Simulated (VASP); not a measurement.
Input of a VASP 6.6.1 run:

Contents of INCAR:

```
SYSTEM = TaN
PREC = Accurate
ENCUT = 600
EDIFF = 1E-7
ISMEAR = 0
SIGMA = 0.1
LREAL = .False.
LASPH = .True.
NELM = 60
ALGO = Normal
ISIF = 3
LWAVE = .False.
LCHARG = .False.
GGA = PE
IBRION = 2
NSW = 100
EDIFFG = -0.05
```

The input KPOINTS:

```
regular mesh
0
Gamma
  9 9 4
  0 0 0
```

The input POSCAR:

```
TaN
1.0
    3.0480019786      0.0000000000      0.0000000000
   -1.5240009893      2.6396471442      0.0000000000
    0.0000000000      0.0000000000      4.9180000000
Ta N
2 2
Direct
    0.0000000000      0.0000000000      0.0000000000
    0.0000000000      0.0000000000      0.5000000000
    0.3333333333      0.6666666667      0.2500000000
    0.6666666667      0.3333333333      0.7500000000
```

Potentials or basis: VASP PAW PBE potentials, release 64 (Ta_pv, N).

The run is started by

```console
$ cat potpaw_PBE.64/Ta_pv/POTCAR potpaw_PBE.64/N/POTCAR > POTCAR
$ mpirun -np 1 vasp_std > vasp.out
```

Task: Estimate the relaxed volume.

Result: 10.90 Å³/atom.

Task: What does it give for the relaxed cell?

Result: a = 2.917 Å, b = 2.917 Å, c = 5.918 Å, α = 90.00°, β = 90.00°, γ = 120.00°.

Task: Predict the band gap on the k mesh.

Result: Zero (band 16 reaches 8.67 eV, above the bottom of band 17 at 7.79 eV).

Final structure:
```yaml
crystal:
  lattice:
    - [2.91732, 0.00000, 0.00000]
    - [-1.45866, 2.52647, 0.00000]
    - [0.00000, 0.00000, 5.91755]
  atoms:
    - { symbol: Ta, position: [0.00000, 0.00000, 0.00000] }
    - { symbol: Ta, position: [0.00000, 0.00000, 0.50000] }
    - { symbol: N, position: [0.33333, 0.66667, 0.25000] }
    - { symbol: N, position: [0.66667, 0.33333, 0.75000] }
```

Caveat: spin-orbit coupling is left out, which moves the levels of the heavy elements; the volume moved by +10 % from the deposited cell, more than functionals usually miss. Zero-point motion and thermal expansion aren't in these numbers.
